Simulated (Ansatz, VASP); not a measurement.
## La2O3: VASP beside Ansatz

The input INCAR:

```
ALGO = Normal
EDIFF = 1E-6
ENCUT = 520
GGA = PE
ISIF = 2
ISMEAR = 0
LASPH = True
LCHARG = False
LREAL = False
LWAVE = False
NBANDS = 51
NELM = 80
PREC = Accurate
SIGMA = 0.1
```

Contents of KPOINTS:

```
k-points
0
Gamma
  4 2 2
```

POSCAR

```
La2O3
1.0
    0.0000000000      0.0000000000     -3.2867434177
    3.1858629956     -5.5180765743      0.0000000000
   -9.5575889867     -5.5180765743      0.0000000000
La O
4 6
Direct
    0.5000000000      0.5000000000      0.8333333333
    0.5000000000      0.0000000000      0.3333333333
    0.5000000000      0.0000000000      0.6666666667
    0.5000000000      0.5000000000      0.1666666667
    1.0000000000      0.7500098447      0.7500098447
    0.0000000000      0.2500098447      0.2500098447
    1.0000000000      0.4999803106      1.0000000000
    1.0000000000      0.9999803106      0.5000000000
    1.0000000000      0.2500098447      0.7499901553
    1.0000000000      0.7500098447      0.2499901553
```

Input for Ansatz:

```yaml
crystal:
  lattice:
    - [0.0, 0.0, -3.2867434177]
    - [3.1858629956, -5.5180765743, 0.0]
    - [-9.5575889867, -5.5180765743, 0.0]
  atoms:
    - { symbol: La, position: [0.5, 0.5, 0.8333333333] }
    - { symbol: La, position: [0.5, 0.0, 0.3333333333] }
    - { symbol: La, position: [0.5, 0.0, 0.6666666667] }
    - { symbol: La, position: [0.5, 0.5, 0.1666666667] }
    - { symbol: O, position: [1.0, 0.7500098447, 0.7500098447] }
    - { symbol: O, position: [0.0, 0.2500098447, 0.2500098447] }
    - { symbol: O, position: [1.0, 0.4999803106, 1.0] }
    - { symbol: O, position: [1.0, 0.9999803106, 0.5] }
    - { symbol: O, position: [1.0, 0.2500098447, 0.7499901553] }
    - { symbol: O, position: [1.0, 0.7500098447, 0.2499901553] }
basis:
  ecutwfc: 420
kpoints:
  mp_grid: { grid: [4, 2, 2] }
hamiltonian:
  xc: pbe
scf:
  occupations: { method: gaussian, width: 0.1 }
  lower_state_search: "off"
output:
  forces: true
  stress: true
  eigenvalues: true
```

Alike in both runs: task single point; functional PBE; k mesh 4 × 2 × 2; occupations gaussian, width 0.1 eV; no spin polarisation.

|  | VASP | Ansatz |
| --- | --- | --- |
| version | VASP 6.6.1 | Ansatz 0.2.0 |
| potentials or method | VASP PAW PBE potentials, release 64 (La, O), cutoff 520 eV | scalar-relativistic, plane waves, PAW |
| valence electrons in the cell | 80 | 80 |

```tsv
	VASP	Ansatz	Ansatz less VASP
gap on the k mesh at the Fermi level (eV)	1.63	1.62	-0.013
least direct gap on the mesh (eV)	2.07	2.07	-0.001
pressure (GPa)	-0.2	0.0	+0.22
traceless stress, the component that is largest in VASP (GPa)	-0.05	-0.01	+0.042
```

Ansatz's warnings: near symmetry operation missed by atoms.

The k mesh is coarse, so the values compare programs but aren't converged. Spin-orbit coupling is off throughout.
